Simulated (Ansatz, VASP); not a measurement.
# Two plane-wave programs on BeS

File INCAR:

```
ALGO = Normal
EDIFF = 1E-8
ENCUT = 520
GGA = PE
ISIF = 2
ISMEAR = -1
LASPH = True
LCHARG = False
LEFG = True
LREAL = False
LWAVE = False
NBANDS = 11
NELM = 80
PREC = Accurate
SIGMA = 0.03
```

KPOINTS

```
k-points
0
Gamma
  10 10 10
```

File POSCAR:

```
BeS
1.0
    0.0000000000      2.2971254752      2.2971254752
    2.2971254752      0.0000000000      2.2971254752
    2.2971254752      2.2971254752      0.0000000000
Be S
1 1
Direct
    0.0000000000      0.0000000000      0.0000000000
    0.2500000000      0.2500000000      0.2500000000
```

Input for Ansatz:

```yaml
crystal:
  lattice:
    - [0.0, 2.2971254752, 2.2971254752]
    - [2.2971254752, 0.0, 2.2971254752]
    - [2.2971254752, 2.2971254752, 0.0]
  atoms:
    - { symbol: Be, position: [0.0, 0.0, 0.0] }
    - { symbol: S, position: [0.25, 0.25, 0.25] }
kpoints:
  mp_grid: { grid: [10, 10, 10] }
  band_path:
    path:
      - [0.0, 0.0, 0.0]
      - [-0.5, -0.5, 0.0]
      - [-0.375, -0.375, 0.25]
      - [-0.375, 0.0, 0.375]
      - [0.0, 0.0, 0.0]
      - [0.0, 0.0, 0.5]
      - [-0.5, -0.25, 0.25]
      - [-0.5, -0.5, 0.0]
    npoints: 6
scf:
  occupations: { method: fermi_dirac, width: 0.03 }
hamiltonian:
  xc: pbe
  pseudopotentials: { kind: paw }
output:
  forces: true
  stress: true
  eigenvalues: true
  efg: { contact_densities: true }
  populations: true
```

Change from the starting cell: volume scaled by 0.85, PAW files.

Alike in both runs: task electric field gradients; functional PBE; k mesh 10 × 10 × 10; occupations fermi-dirac, width 0.03 eV; no spin polarisation.

```csv
,VASP,Ansatz
version,VASP 6.6.1,Ansatz 0.2.0
potentials or method,"VASP PAW PBE potentials, release 64 (Be, S)","PAW with Ansatz's default frozen-core files, scalar-relativistic"
plane-wave cutoff (eV),520,420
valence electrons in the cell,8,8
```

|  | VASP | Ansatz | Ansatz less VASP |
| --- | --- | --- | --- |
| gap on the k mesh at the Fermi level (eV) | 2.68 | 2.68 | -0.001 |
| pressure (GPa) | 23.2 | 23.2 | +0.04 |
